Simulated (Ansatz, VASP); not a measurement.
# Sn in VASP and in Ansatz

```
Sn
1.0
    -2.07546    1.87779    1.87779
     1.87779   -2.07546    1.87779
     1.87779    1.87779   -2.07546
Sn
1
Direct
  0.00000 0.00000 0.00000
```

Alike in both runs: task single point; functional PBEsol; k mesh 24 × 24 × 24; occupations gaussian, width 0.15 eV; no spin polarisation.

|  | VASP | Ansatz |
| --- | --- | --- |
| version | VASP 6.6.1 | Ansatz 0.2.0 |
| potentials or method | VASP PAW PBE potentials, release 64 (Sn_d), cutoff 520 eV | scalar-relativistic, plane waves, PAW |
| valence electrons in the cell | 14 | 14 |

VASP gave:

- gap on the k mesh at the Fermi level (eV): none
- pressure (GPa): 1.6
- traceless stress, the component that is largest in VASP (GPa): 3.89

Estimate Ansatz's values.

gap on the k mesh at the Fermi level (eV): none; pressure (GPa): 1.7; traceless stress, the component that is largest in VASP (GPa): 3.90.

VASP's potentials were made for PBE, not for PBEsol. A gap of «none» marks a metal or a gap that the smearing closes. With one functional, cell and mesh, what is left measures potentials, basis and numerics.
